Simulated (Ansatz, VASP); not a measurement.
One calculation of InAs, two programs

The input INCAR:

```
  PREC = Accurate
  ENCUT = 520
  EDIFF = 1E-7
  ISMEAR = 0
  SIGMA = 0.15
  LREAL = F
  LASPH = T
  NELM = 100
  ALGO = Normal
  ISIF = 2
  LWAVE = F
  LCHARG = T
  GGA = PE
  LELF = T
  LVHAR = T
  NBANDS = 46
```

File KPOINTS:

```
Automatic mesh
0
Gamma
  10 10 10
```

Contents of POSCAR:

```
InAs
1.0
    6.1867593158      0.0000000000      0.0000000000
    0.0000000000     -6.1867593158      0.0000000000
    0.0000000000      0.0000000000     -6.1867593158
In As
4 4
Direct
    0.0000000000      0.0000000000      0.0000000000
    0.5000000000      0.5000000000      0.0000000000
    0.5000000000      0.0000000000      0.5000000000
    0.0000000000      0.5000000000      0.5000000000
    0.7500000000      0.7500000000      0.7500000000
    0.2500000000      0.2500000000      0.7500000000
    0.2500000000      0.7500000000      0.2500000000
    0.7500000000      0.2500000000      0.2500000000
```

Input for Ansatz:

```yaml
crystal:
  lattice:
    - [6.1867593201, 0.0, 0.0]
    - [0.0, -6.1867593201, 0.0]
    - [0.0, 0.0, -6.1867593201]
  atoms:
    - { symbol: In, position: [0.0, 0.0, 0.0] }
    - { symbol: In, position: [0.5, 0.5, 0.0] }
    - { symbol: In, position: [0.5, 0.0, 0.5] }
    - { symbol: In, position: [0.0, 0.5, 0.5] }
    - { symbol: As, position: [0.75, 0.75, 0.75] }
    - { symbol: As, position: [0.25, 0.25, 0.75] }
    - { symbol: As, position: [0.25, 0.75, 0.25] }
    - { symbol: As, position: [0.75, 0.25, 0.25] }
basis:
  ecutwfc: 420
kpoints:
  mp_grid: { grid: [10, 10, 10] }
hamiltonian:
  xc: pbe
scf:
  occupations: { method: gaussian, width: 0.15 }
output:
  forces: true
  stress: true
  eigenvalues: true
  write_density: true
  write_potential: true
  elf: true
  volumetric_format: npy
```

Alike in both runs: task single point; functional PBE; k mesh 10 × 10 × 10; occupations gaussian, width 0.15 eV; no spin polarisation.

```csv
,VASP,Ansatz
version,VASP 6.6.1,Ansatz 0.2.0
potentials or method,"VASP PAW PBE potentials, release 64 (In_d, As), cutoff 520 eV","scalar-relativistic, plane waves, PAW"
valence electrons in the cell,72,112
```

```csv
,VASP,Ansatz,Ansatz less VASP
gap on the k mesh at the Fermi level (eV),none,none,-
pressure (GPa),0.0,0.0,-0.04
```

A gap of «none» marks a metal or a gap that the smearing closes. With one functional, cell and mesh, what is left measures potentials, basis and numerics. VASP's potentials hold 72 valence electrons a cell and Ansatz's 112, so a difference there can come from the potentials and not from the codes.
